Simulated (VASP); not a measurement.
# Zr (Fm-3m) in VASP: further runs

Aim: see how the results for Zr move with the level of theory and the settings. Levels: PBE, PBE exchange alone, revPBE+D4. Tasks: single point.

All numbers are computed with VASP 6.6.1; they aren't measurements. Logs are shortened: lines on timing, memory, paths and dates and some standing lists are left out, and cuts for length are marked.

### Step 1. The cell of the first run

It takes space group Fm-3m (No. 225, cubic). Conventional cell: a = 4.510 Å, b = 4.510 Å, c = 4.510 Å, α = 90.00°, β = 90.00°, γ = 90.00°. Zr (site symmetry m-3m) has 12 Zr at 3.19 Å within 4.2 Å.

This isn't the form of Zr at room conditions, which is hcp.

### Step 2. Single point, PBE

Contents of INCAR:

```
SYSTEM = Zr
  PREC = Accurate
  ENCUT = 520
  EDIFF = 1E-7
  ISMEAR = 0
  SIGMA = 0.05
  LREAL = .FALSE.
  LASPH = .TRUE.
  NELM = 60
  ALGO = Normal
  ISIF = 2
  LWAVE = .FALSE.
  LCHARG = .FALSE.
  GGA = PE
  NBANDS = 12
```

Contents of KPOINTS:

```
regular mesh
0
G
  10 10 10
  0 0 0
```

Contents of POSCAR:

```
Zr
1.0
    0.0000000000      2.2550000000      2.2550000000
    2.2550000000      0.0000000000      2.2550000000
    2.2550000000      2.2550000000      0.0000000000
Zr
1
Direct
    0.0000000000      0.0000000000      0.0000000000
```

Potentials or basis: VASP PAW PBE potentials, release 64 (Zr_sv).

On the command line:

```console
$ cat potpaw_PBE.64/Zr_sv/POTCAR > POTCAR
$ mpirun -np 1 vasp_std > vasp.out
```

OUTCAR:

```text
SYSTEM = Zr
   PREC = Accurate
   ENCUT = 520
   EDIFF = 1E-7
   ISMEAR = 0
   LREAL = .FALSE.
   LASPH = .TRUE.
   NELM = 60
   ISIF = 2
   GGA = PE

 ion  position               nearest neighbor table
   1  0.000  0.000  0.000-

  LATTYP: Found a face centered cubic cell.
 ALAT       =     4.5100000000

  Lattice vectors:

 A1 = (   0.0000000000,   2.2550000000,   2.2550000000)
 A2 = (   2.2550000000,   0.0000000000,   2.2550000000)
 A3 = (   2.2550000000,   2.2550000000,   0.0000000000)

Analysis of symmetry for initial positions (statically):
=====================================================================
 Subroutine PRICEL returns:
 Original cell was already a primitive cell.

 Routine SETGRP: Setting up the symmetry group for a
 face centered cubic supercell.

 Subroutine GETGRP returns: Found 48 space group operations
 (whereof 48 operations were pure point group operations)
 out of a pool of 48 trial point group operations.

The static configuration has the point symmetry O_h .

Analysis of symmetry for dynamics (positions and initial velocities):
=====================================================================
 Subroutine PRICEL returns:
 Original cell was already a primitive cell.

 Routine SETGRP: Setting up the symmetry group for a
 face centered cubic supercell.

 Subroutine GETGRP returns: Found 48 space group operations
 (whereof 48 operations were pure point group operations)
 out of a pool of 48 trial point group operations.

The dynamic configuration has the point symmetry O_h .

 Subroutine INISYM returns: Found 48 space group operations
 (whereof 48 operations are pure point group operations),
 and found     1 'primitive' translations

----------------------------------------------------------------------------------------

                                     Primitive cell

  volume of cell :      22.9335

  direct lattice vectors                    reciprocal lattice vectors
     0.000000000  2.255000000  2.255000000    -0.221729490  0.221729490  0.221729490
     2.255000000  0.000000000  2.255000000     0.221729490 -0.221729490  0.221729490
     2.255000000  2.255000000  0.000000000     0.221729490  0.221729490 -0.221729490

  length of vectors
     3.189051583  3.189051583  3.189051583     0.384046742  0.384046742  0.384046742

  position of ions in fractional coordinates (direct lattice)
     0.000000000  0.000000000  0.000000000

  ion indices of the primitive-cell ions
   primitive index   ion index
                 1           1

----------------------------------------------------------------------------------------

 KPOINTS: regular mesh

Automatic generation of k-mesh.
 Grid dimensions read from file:
 generate k-points for:   10   10   10

 Generating k-lattice:

  Cartesian coordinates                     Fractional coordinates (reciprocal lattice)
    -0.022172949  0.022172949  0.022172949     0.100000000  0.000000000  0.000000000
     0.022172949 -0.022172949  0.022172949     0.000000000  0.100000000  0.000000000
     0.022172949  0.022172949 -0.022172949     0.000000000  0.000000000  0.100000000

  Length of vectors
     0.038404674  0.038404674  0.038404674

  Shift w.r.t. Gamma in fractional coordinates (k-lattice)
     0.000000000  0.000000000  0.000000000

 Subroutine IBZKPT returns following result:
 ===========================================

 Found     47 irreducible k-points:

 Following reciprocal coordinates:
            Coordinates               Weight
  0.000000  0.000000  0.000000      1.000000
  0.100000  0.000000  0.000000      8.000000
  0.200000  0.000000  0.000000      8.000000
  0.300000  0.000000  0.000000      8.000000
  0.400000  0.000000  0.000000      8.000000
  0.500000  0.000000  0.000000      4.000000
[... 16 lines left out ...]
  0.300000  0.300000  0.000000      6.000000
  0.400000  0.300000  0.000000     24.000000
 [... further k-points ...]
   k-points           NKPTS =     47   k-points in BZ     NKDIM =     47   number of bands    NBANDS=     12
   number of dos      NEDOS =    301   number of ions     NIONS =      1
   total plane-waves  NPLWV =  13824
   dimension x,y,z NGX =    24 NGY =   24 NGZ =   24
   dimension x,y,z NGXF=    48 NGYF=   48 NGZF=   48
   ions per type =               1
   NGX,Y,Z   is equivalent  to a cutoff of  12.51, 12.51, 12.51 a.u.
   NGXF,Y,Z  is equivalent  to a cutoff of  25.02, 25.02, 25.02 a.u.
 SYSTEM =  Zr
   PREC   = accura    normal or accurate (medium, high low for compatibility)
   ISTART =      0    job   : 0-new  1-cont  2-samecut
   ICHARG =      2    charge: 1-file 2-atom 10-const
   ISPIN  =      1    spin polarized calculation?
   LNONCOLLINEAR =      F non collinear calculations
   LSORBIT =      F    spin-orbit coupling
   LASPH  =      T    aspherical Exc in radial PAW
   ENCUT  =  520.0 eV  38.22 Ry    6.18 a.u.   5.93  5.93  5.93*2*pi/ulx,y,z
   NELM   =     60;   NELMIN=  2; NELMDL= -5     # of ELM steps
   EDIFF  = 0.1E-06   stopping-criterion for ELM
   LREAL  =      F    real-space projection
   EDIFFG = 0.1E-05   stopping-criterion for IOM
   NSW    =      0    number of steps for IOM
   IBRION =     -1    ionic relax: 0-MD 1-quasi-New 2-CG
   NFREE  =      0    steps in history (QN), initial steepest desc. (CG)
   ISIF   =      2    stress and relaxation
   ISYM   =      2    0-nonsym 1-usesym 2-fastsym
   POTIM  = 0.5000    time-step for ionic-motion
   TEBEG  =    0.0;   TEEND  =   0.0 temperature during run
   PSTRESS=    0.0 pullay stress
   NELECT =      12.0000    total number of electrons
   NUPDOWN=      -1.0000    fix difference up-down
   EMIN   =  10.00;   EMAX   =-10.00  energy-range for DOS
   EFERMI =   0.00;   METHOD = LEGACY
   ISMEAR =     0;   SIGMA  =   0.05  broadening in eV -4-tet -1-fermi 0-gaus
   EFERMI_NEDOS =   21; number of points for ismear=-14 and -15
   IALGO  =     38    algorithm
   IMIX   =      4    mixing-type and parameters
     AMIX     =   0.40;   BMIX     =  1.00
     AMIX_MAG =   1.60;   BMIX_MAG =  1.00
  volume/ion in A,a.u.               =      22.93       154.76
  Fermi-wavevector in a.u.,A,eV,Ry     =   1.319204  2.492935 23.678216  1.740300
  Thomas-Fermi vector in A             =   2.449119
   LORBIT       =      0    0 simple, 1 ext, 2 COOP (PROOUT), +10 PAW based schemes
   GGA     = PE    functional components
   LHFCALC =     F    Hartree Fock is set to
   AEXX    =    0.0000 exact exchange contribution
   IVDW    =     0    specifies the selected vdW correction
   LEPSILON=     F    determine dielectric tensor
   LRPA    =     F    only Hartree local field effects (RPA)
 non-spin polarized calculation
 Gauss-broadening in eV      SIGMA  =   0.05
  energy-cutoff  :      520.00
  volume of cell :       22.93
 maximum number of plane-waves:       636
   NGX = 11   NGY = 11   NGZ = 11

 number of electron      12.0000000 magnetization

 Free energy of the ion-electron system (eV)
  ---------------------------------------------------
  ext. energy  EPLUGINS =         0.00000000
  ---------------------------------------------------
  free energy    TOTEN  =        -8.48080724 eV

  energy without entropy =       -8.47847944  energy(sigma->0) =       -8.47964334

 E-fermi :   9.0343     XC(G=0): -11.1513

 val. band max:        9.0317443720   @ k =  -0.3000   0.2000   0.0000
 cond. band min:       9.0444240643   @ k =   0.4000   0.1000   0.0000
 fundamental gap:      0.0126796923
 Fermi energy:         9.0342601483

 k-point     1 :       0.0000    0.0000    0.0000
  band No.  band energies     occupation
      1     -39.6251      2.00000
      2     -17.1201      2.00000
      3     -17.1201      2.00000
      4     -17.1201      2.00000
      5       3.4782      2.00000
      6      10.0390      0.00000
      7      10.0390      0.00000
      8      10.0390      0.00000
      9      12.4966      0.00000
     10      12.4966      0.00000
     11      19.5837      0.00000
     12      23.8135      0.00000

 k-point     2 :       0.1000    0.0000    0.0000
  band No.  band energies     occupation
      1     -39.6110      2.00000
      2     -17.2224      2.00000
      3     -17.1327      2.00000
      4     -17.1327      2.00000
      5       3.8007      2.00000
      6       9.7545      0.00000
      7      10.1840      0.00000
      8      10.1840      0.00000
      9      12.3579      0.00000
     10      12.3579      0.00000
     11      20.2547      0.00000
     12      22.6402      0.00000

 k-point     3 :       0.2000    0.0000    0.0000
  band No.  band energies     occupation
      1     -39.5740      2.00000
      2     -17.4835      2.00000
      3     -17.1655      2.00000
      4     -17.1655      2.00000
      5       4.6462      2.00000
      6       9.2252      0.00000
      7      10.3966      0.00000
      8      10.3966      0.00000
      9      12.2940      0.00000
     10      12.2940      0.00000
     11      20.6220      0.00000
     12      22.2187      0.00000
[... 286 lines left out ...]
 k-point    23 :       0.3000    0.3000    0.0000
  band No.  band energies     occupation
      1     -39.4959      2.00000
      2     -17.7591      2.00000
      3     -17.3555      2.00000
      4     -17.3555      2.00000
      5       6.0927      2.00000
      6       7.6671      2.00000
      7      10.1960      0.00000
      8      12.2932      0.00000
      9      12.2932      0.00000
     10      13.5989      0.00000
     11      22.8718      0.00000
     12      22.8718      0.00000

 k-point    24 :       0.4000    0.3000    0.0000
  band No.  band energies     occupation
      1     -39.4661      2.00000
      2     -17.8880      2.00000
      3     -17.4281      2.00000
      4     -17.3948      2.00000
      5       6.4158      2.00000
      6       7.4385      2.00000
      7      10.1519      0.00000
      8      12.5123      0.00000
      9      13.5405      0.00000
     10      14.1962      0.00000
     11      20.7387      0.00000
     12      21.8682      0.00000

 [... further k-points ...]

------------------------ aborting loop because EDIFF is reached ----------------------------------------

  FORCE on cell =-STRESS in cart. coord.  units (eV):
  Direction    XX          YY          ZZ          XY          YZ          ZX
  --------------------------------------------------------------------------------------
  -------------------------------------------------------------------------------------
  Total        0.1873287      0.1873287      0.1873287      0.0000000     -0.0000000     -0.0000000
  in kB       13.0871561     13.0871561     13.0871561      0.0000000     -0.0000000     -0.0000000
  external PRESSURE =      13.0871561 kB  Pullay stress =       0.0000000 kB

 VOLUME and BASIS-vectors are now :
 -----------------------------------------------------------------------------
  energy-cutoff  :      520.00
  volume of cell :       22.93
      direct lattice vectors                 reciprocal lattice vectors
     0.000000000  2.255000000  2.255000000    -0.221729490  0.221729490  0.221729490
     2.255000000  0.000000000  2.255000000     0.221729490 -0.221729490  0.221729490
     2.255000000  2.255000000  0.000000000     0.221729490  0.221729490 -0.221729490

 POSITION                                       TOTAL-FORCE (eV/Angst)
 -----------------------------------------------------------------------------------
      0.00000      0.00000      0.00000         0.000000      0.000000      0.000000
 -----------------------------------------------------------------------------------
    total drift:                                0.000000      0.000000      0.000000

  FREE ENERGIE OF THE ION-ELECTRON SYSTEM (eV)
  ---------------------------------------------------
  free  energy   TOTEN  =        -8.4808072415 eV

  energy  without entropy=       -8.4784794378  energy(sigma->0) =       -8.47964334
```

Wall time 5.2 s (1 thread of Intel Xeon 6975P-C (Granite Rapids), shared host); peak memory 0.14 GiB.

What came out:

| Quantity | Value |
| --- | --- |
| Free energy | -8.4808 eV |
| Pressure | 1.3 GPa |
| Band gap on the k mesh | zero (bands 6 and 7 overlap by 1.29 eV) |

Levels at points of the mesh, in eV from the Fermi level:
```csv
k point,band 4,band 5,band 6,band 7,band 8,band 9
"(0.00, 0.00, 0.00)",-26.15,-5.56,1.00,1.00,1.00,3.46
"(0.50, 0.00, 0.00)",-26.28,-2.95,0.82,0.82,1.18,5.28
"(0.50, 0.50, 0.00)",-26.51,-3.01,-2.21,3.10,5.28,5.80
```

(Part 1 of 2 ends here.)

The gap in the log of VASP goes by the Fermi energy; the results here count the filled bands.